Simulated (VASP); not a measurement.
## SnO2: single point with r2SCAN

Crystal: SnO2.

```
Sn O
1.0
     5.04553    0.00000    0.00000
     0.00000    5.04553    0.00000
     0.00000    0.00000    3.09738
Sn O
2 4
Direct
  0.50000 0.50000 0.50000
  0.00000 0.00000 0.00000
  0.30898 0.30898 0.00000
  0.80898 0.19102 0.50000
  0.19102 0.80898 0.50000
  0.69102 0.69102 0.00000
```

This cell differs from its parent crystal: biaxial strain in the a-b plane: +6.0 %, then relaxed in part.

```yaml
Program: VASP 6.6.1
Task: single point
Functional: r2SCAN
Potentials_or_basis: VASP PAW PBE potentials, release 64 (Sn_d, O)
Cutoff: 520 eV
k_mesh: 6 × 6 × 8
Occupations: gaussian, width 0.02 eV
Spin: no spin polarisation
Dipole_correction: no
Further_INCAR_settings: ALGO = Normal; EDIFF = 1e-06; NBANDS = 35
```

```json
{"Pressure": "-8.8 GPa", "Largest force": "0.072 eV/Å", "Band gap on the k mesh": "1.33 eV"}
```

Forces on the atoms (eV/Å):
```
Sn   0.000  0.000  0.000
Sn   0.000  0.000  0.000
O   -0.051 -0.051  0.000
O   -0.051  0.051  0.000
O    0.051 -0.051  0.000
O    0.051  0.051  0.000
```

Stress tensor (GPa, compression positive):
```
-13.89   0.00   0.00
  0.00 -13.89   0.00
  0.00   0.00   1.47
```

Levels at points of the mesh, in eV from the valence-band top:
```
           k point  band 23  band 24  band 25  band 26  band 27  band 28  band 29  band 30
(0.00, 0.00, 0.00)    -0.96    -0.79    -0.79     0.00     1.33     6.72     7.21     7.21
(0.50, 0.00, 0.00)    -0.93    -0.93    -0.67    -0.67     4.27     4.27     8.02     8.02
(0.50, 0.50, 0.00)    -1.00    -1.00    -0.96    -0.96     4.81     4.81     8.07     8.07
(0.00, 0.00, 0.50)    -1.37    -1.37    -1.14    -1.14     6.09     6.09     9.69     9.69
(0.50, 0.00, 0.50)    -1.00    -1.00    -0.85    -0.85     6.27     6.27     7.72     7.72
(0.50, 0.50, 0.50)    -0.95    -0.95    -0.83    -0.83     4.85     4.85     9.01     9.01
```

Wall time 4.4 min on 1 thread of Intel(R) Xeon(R) 6975P-C (Granite Rapids), on a shared host, peak memory 0.26 GiB.

Caveat: the cell differs from its parent crystal (biaxial strain in the a-b plane: +6.0 %, then relaxed in part); the cell stands under tension; the PAW data sets were made with another functional, which shifts forces and pressure a little; spin-orbit coupling is left out, which moves the levels of the heavy elements.
